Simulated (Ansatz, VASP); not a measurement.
Cu: VASP beside Ansatz

```
CELL_PARAMETERS angstrom
0.00000 0.00000 -2.75911
0.00000 -2.95106 0.00000
-2.95106 0.00000 0.00000
ATOMIC_POSITIONS crystal
Cu 0.40049 0.45937 0.67615
Cu 0.09951 0.04063 0.82385
```

Change from the starting cell: atom 2 moved 1.20 Å.

Alike in both runs: task single point; functional PBE; k mesh 12 × 12 × 12; occupations gaussian, width 0.15 eV; no spin polarisation.

|  | VASP | Ansatz |
| --- | --- | --- |
| version | VASP 6.6.1 | Ansatz 0.2.0 |
| potentials or method | VASP PAW PBE potentials, release 64 (Cu), cutoff 520 eV | scalar-relativistic, plane waves, PAW |
| valence electrons in the cell | 22 | 38 |

|  | VASP | Ansatz | Ansatz less VASP |
| --- | --- | --- | --- |
| gap on the k mesh at the Fermi level (eV) | none | none | - |
| rms of the force components (eV/Å) | 13.339 | 16.601 | +3.2620 |

Atom by atom the forces differ by 3.325 eV/Å (rms over components). A gap of «none» marks a metal or a gap that the smearing closes. With one functional, cell and mesh, what is left measures potentials, basis and numerics. VASP's potentials hold 22 valence electrons a cell and Ansatz's 38, so a difference there can come from the potentials and not from the codes.
